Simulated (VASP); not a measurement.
A run of VASP 6.6.1 is set up as follows.

INCAR

```
ALGO     = Normal         # electronic algorithm
EDIFF    = 1E-8           # SCF threshold, eV
ENCUT    = 520            # plane-wave cutoff, eV
GGA      = PS             # functional
GGA_COMPAT= False        
ISIF     = 2              # what is computed and relaxed
ISMEAR   = -1             # smearing method
LASPH    = True           # aspherical terms in the spheres
LCHARG   = False          # write CHGCAR
LEFG     = True         
LREAL    = False          # projectors in reciprocal space
LWAVE    = False          # write WAVECAR
NBANDS   = 36             # bands
NELM     = 120            # most SCF steps
PREC     = Accurate       # precision mode
SIGMA    = 0.01           # smearing width, eV
```

KPOINTS

```
k-points
0
Gamma
  6 6 9
```

Contents of POSCAR:

```
TaN
1.0
    5.1960008669      0.0000000000      0.0000000000
   -2.5980004334      4.4998687488      0.0000000000
    0.0000000000      0.0000000000      2.9110000000
Ta N
3 3
Direct
    0.3333333333      0.6666666667      0.5000000000
    0.6666666667      0.3333333333      0.5000000000
    0.0000000000      0.0000000000      0.0000000000
    0.3928500000      0.0000000000      0.0000000000
    0.6071500000      0.6071500000      0.0000000000
    0.0000000000      0.3928500000      0.0000000000
```

Potentials or basis: VASP PAW PBE potentials, release 64 (Ta_sv_GW, N).

Command:

```sh
$ cat potpaw_PBE.64/Ta_sv_GW/POTCAR potpaw_PBE.64/N/POTCAR > POTCAR
$ mpirun -np 1 vasp_std > vasp.out
```

(1) Predict the pressure.

(2) Estimate the band gap on the k mesh.

Results:

(1) -4.0 GPa.

(2) zero (bands 27 and 28 overlap by 3.09 eV).

Caveat: the cell stands under tension; without QUAD_EFG the Cq values of the log hold for a quadrupole moment of 1 mb, not for the nuclei; the PAW data sets were made with another functional, which shifts forces and pressure a little; spin-orbit coupling is left out, which moves the levels of the heavy elements.
